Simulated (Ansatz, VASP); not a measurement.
Two plane-wave programs on AlRu

```
Al Ru
1.0
     3.00389    0.00000    0.00000
     0.00000    3.00389    0.00000
     0.00000    0.00000    6.00778
Al Ru
2 2
Direct
  0.00000 0.00000 0.99001
  0.00000 0.00000 0.50999
  0.47843 0.50000 0.25000
  0.52157 0.50000 0.75000
```

Change from the starting cell: mode 4 frozen in at -0.065 Å and mode 12 at -0.060 Å (largest displacements).

Alike in both runs: task single point; functional PBE; k mesh 14 × 14 × 8; occupations gaussian, width 0.15 eV; no spin polarisation.

|  | VASP | Ansatz |
| --- | --- | --- |
| version | VASP 6.6.1 | Ansatz 0.2.0 |
| potentials or method | VASP PAW PBE potentials, release 64 (Al, Ru_pv), cutoff 520 eV | scalar-relativistic, plane waves, PAW |
| valence electrons in the cell | 34 | 38 |

VASP gave:

| Quantity | Value |
| --- | --- |
| gap on the k mesh at the Fermi level (eV) | none |
| pressure (GPa) | 0.7 |
| traceless stress, the component that is largest in VASP (GPa) | -0.13 |
| rms of the force components (eV/Å) | 0.362 |

Task: Which values does Ansatz return?

Result: gap on the k mesh at the Fermi level (eV): none; pressure (GPa): 0.7; traceless stress, the component that is largest in VASP (GPa): -0.13; rms of the force components (eV/Å): 0.361.

Atom by atom the forces differ by 0.002 eV/Å (rms over components). A gap of «none» marks a metal or a gap that the smearing closes. VASP's potentials hold 34 valence electrons a cell and Ansatz's 38, so a difference there can come from the potentials and not from the codes.
